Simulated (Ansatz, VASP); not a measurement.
**One calculation of ZrB2, two programs**

Contents of INCAR:

```
  PREC = Accurate
  ENCUT = 520
  EDIFF = 1E-6
  ISMEAR = 0
  SIGMA = 0.15
  LREAL = False
  LASPH = True
  NELM = 80
  ALGO = Normal
  ISIF = 2
  LWAVE = False
  LCHARG = False
  GGA = PS
  NBANDS = 16
```

Contents of KPOINTS:

```
regular mesh
0
Gamma
  15 15 12
```

Contents of POSCAR:

```
ZrB2
1.0
    3.0917000000      0.0000000000      0.0000000000
   -1.5458500000      2.6774907409      0.0000000000
    0.0000000000      0.0000000000      3.5067416443
Zr B
1 2
Direct
    0.0000000000      0.0000000000      0.0000000000
    0.3333333333      0.6666666667      0.5000000000
    0.6666666667      0.3333333333      0.5000000000
```

Input for Ansatz:

```yaml
crystal:
  lattice:
    - [3.0917, 0.0, 0.0]
    - [-1.54585, 2.6774907409, 0.0]
    - [0.0, 0.0, 3.5067416443]
  atoms:
    - { symbol: Zr, position: [0.0, 0.0, 0.0] }
    - { symbol: B, position: [0.3333333333, 0.6666666667, 0.5] }
    - { symbol: B, position: [0.6666666667, 0.3333333333, 0.5] }
basis:
  ecutwfc: 520.0
kpoints:
  mp_grid: { grid: [15, 15, 12] }
hamiltonian:
  xc: pbesol
scf:
  occupations: { method: gaussian, width: 0.15 }
output:
  forces: true
  stress: true
  eigenvalues: true
```

Alike in both runs: task single point; functional PBEsol; k mesh 15 × 15 × 12; occupations gaussian, width 0.15 eV; no spin polarisation.

```csv
,VASP,Ansatz
version,VASP 6.6.1,Ansatz 0.2.0
potentials or method,"VASP PAW PBE potentials, release 64 (Zr_sv, B), cutoff 520 eV","scalar-relativistic, plane waves, PAW"
valence electrons in the cell,18,18
```

```csv
,VASP,Ansatz,Ansatz less VASP
gap on the k mesh at the Fermi level (eV),none,none,-
pressure (GPa),11.6,11.2,-0.41
"traceless stress, the component that is largest in VASP (GPa)",-5.56,-5.55,+0.008
```

VASP's potentials were made for PBE, not for PBEsol. A gap of «none» marks a metal or a gap that the smearing closes.
